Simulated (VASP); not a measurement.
I:

```
CELL_PARAMETERS angstrom
3.63503 -2.39502 0.00000
3.63503 2.39502 0.00000
0.00000 0.00000 9.79344
ATOMIC_POSITIONS crystal
I 0.64930 0.35070 0.38440
I 0.14930 0.85070 0.11560
I 0.35070 0.64930 0.61560
I 0.85070 0.14930 0.88440
```

Base run:

| Item | Value |
| --- | --- |
| Program | VASP 6.6.1 |
| Functional | r2SCAN-based global hybrid with 50 % exact exchange |
| Potentials or basis | VASP PAW PBE potentials, release 64 (I) |
| Cutoff | 520 eV |
| k mesh | 4 × 4 × 2 |
| Occupations | fermi-dirac, width 0.05 eV |
| Spin | no spin polarisation |

Its results: band gap on the k mesh 4.55 eV (least direct gap 4.85 eV); pressure -0.3 GPa; largest force 0.337 eV/Å.

**Question.** The run is repeated on the same cell with these changes: functional from r2SCAN-based global hybrid with 50 % exact exchange to HSE06; share of exact exchange from 0.5 to 0.25. What comes out?

**Answer.** Band gap on the k mesh 2.14 eV (least direct gap 2.35 eV); pressure 0.9 GPa; largest force 0.256 eV/Å.

Caveats: the PAW data sets were made with another functional, which shifts forces and pressure a little; spin-orbit coupling is left out, which moves the levels of the heavy elements; this functional lacks dispersion, which holds the molecules together, so the pressure and a relaxed volume are unreliable (at least some runs).

A k mesh can miss the band edges.
